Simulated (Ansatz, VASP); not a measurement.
Re: VASP beside Ansatz

INCAR

```
ALGO = Fast
EDIFF = 1E-7
ENCUT = 520
GGA = PE
ISIF = 2
ISMEAR = 0
LASPH = True
LCHARG = False
LREAL = False
LWAVE = False
NBANDS = 14
NELM = 60
PREC = Accurate
SIGMA = 0.15
```

Contents of KPOINTS:

```
k-points
0
Gamma
  18 18 10
```

Contents of POSCAR:

```
Re
1.0
    2.7748241524      0.0000000000      0.0000000000
   -1.3874120762      2.4030682070      0.0000000000
    0.0000000000      0.0000000000      4.4842238099
Re
2
Direct
    0.3503948549      0.7007897098      0.1958100197
    0.6496051451      0.2992102902      0.8041899803
```

Input for Ansatz:

```yaml
crystal:
  lattice:
    - [2.7748241524, 0.0, 0.0]
    - [-1.3874120762, 2.403068207, 0.0]
    - [0.0, 0.0, 4.4842238099]
  atoms:
    - { symbol: Re, position: [0.3503948549, 0.7007897098, 0.1958100197] }
    - { symbol: Re, position: [0.6496051451, 0.2992102902, 0.8041899803] }
basis:
  ecutwfc: 420
kpoints:
  mp_grid: { grid: [18, 18, 10] }
hamiltonian:
  xc: pbe
scf:
  occupations: { method: gaussian, width: 0.15 }
output:
  forces: true
  stress: true
  eigenvalues: true
  write_density: true
  write_potential: true
  elf: true
  volumetric_format: npy
```

Change from the starting cell: mode 4 frozen in at -0.243 Å and mode 6 at +0.082 Å (largest displacements).

Alike in both runs: task single point; functional PBE; k mesh 18 × 18 × 10; occupations gaussian, width 0.15 eV; no spin polarisation.

|  | VASP | Ansatz |
| --- | --- | --- |
| version | VASP 6.6.1 | Ansatz 0.2.0 |
| potentials or method | VASP PAW PBE potentials, release 64 (Re), cutoff 520 eV | scalar-relativistic, plane waves, PAW |
| valence electrons in the cell | 14 | 30 |

```csv
,VASP,Ansatz,Ansatz less VASP
gap on the k mesh at the Fermi level (eV),none,none,-
rms of the force components (eV/Å),4.782,5.018,+0.2361
```

Atom by atom the forces differ by 0.244 eV/Å (rms over components). A gap of «none» marks a metal or a gap that the smearing closes. With one functional, cell and mesh, what is left measures potentials, basis and numerics. VASP's potentials hold 14 valence electrons a cell and Ansatz's 30, so a difference there can come from the potentials and not from the codes.

Neither program's run includes spin-orbit coupling.
